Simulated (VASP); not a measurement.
Rb, 1 atom in the cell. It takes space group I4/mmm (No. 139, tetragonal). Conventional cell: a = 6.061 Å, b = 6.061 Å, c = 5.163 Å, α = 90.00°, β = 90.00°, γ = 90.00°.  This cell differs from its parent crystal: strain +0.080 along x and y, -0.080 along z.

| Property | Result |
| --- | --- |
| Program | VASP 6.6.1 |
| Task | single point |
| Functional | PBEsol |
| Potentials or basis | VASP PAW PBE potentials, release 64 (Rb_sv) |
| Cutoff | 520 eV |
| k mesh | 12 × 12 × 12 |
| Occupations | gaussian, width 0.15 eV |
| Spin | no spin polarisation |
| Dipole correction | no |
| Further INCAR settings | ALGO = Fast; EDIFF = 1e-06; NBANDS = 10 |

Potentials or basis: VASP PAW PBE potentials, release 64 (Rb_sv).

The run is started by

```console
$ cat potpaw_PBE.64/Rb_sv/POTCAR > POTCAR
$ mpirun -np 1 vasp_std > vasp.out
```

Hardware: 1 thread of Intel(R) Xeon(R) 6975P-C (Granite Rapids), with other jobs on the host.

Problem. How long does it take, and how much memory?

Solution. Wall time 57 s on 1 thread of Intel(R) Xeon(R) 6975P-C (Granite Rapids) (shared host), peak memory 0.33 GiB. Counts: scf iterations 11, k points 163.
